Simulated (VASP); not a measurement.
Crystal: CoW3.

```xyz
4
Lattice="0.0000 3.1064 3.1064 3.1064 0.0000 3.1064 3.1064 3.1064 0.0000" Properties=species:S:1:pos:R:3 pbc="T T T"
W     1.5532    1.5532    1.5532
W     4.6596    4.6596    4.6596
W     3.1064    3.1064    3.1064
Co    0.0000    0.0000    0.0000
```

Base run:

```yaml
Program: VASP 6.6.1
Functional: r2SCAN
Potentials_or_basis: VASP PAW PBE potentials, release 64 (W_sv, Co)
Cutoff: 520 eV
k_mesh: 12 × 12 × 12
Occupations: gaussian, width 0.1 eV
Spin: no spin polarisation
```

Its results: pressure -6.2 GPa.

The run is repeated on the same cell with these changes: spin from no spin polarisation to collinear spin, ferromagnetic start; further incar settings from ALGO = Normal; EDIFF = 1e-07; NBANDS = 34 to ALGO = Normal; EDIFF = 1e-07; NBANDS = 38. What comes out?

Pressure -1.1 GPa; net moment 2.38 μB per cell; site moments W +0.31, -0.02 (each value once); Co +1.78 μB.

Caveats: the PAW data sets were made with another functional, which shifts forces and pressure a little; the cell stands under tension (at least some runs).
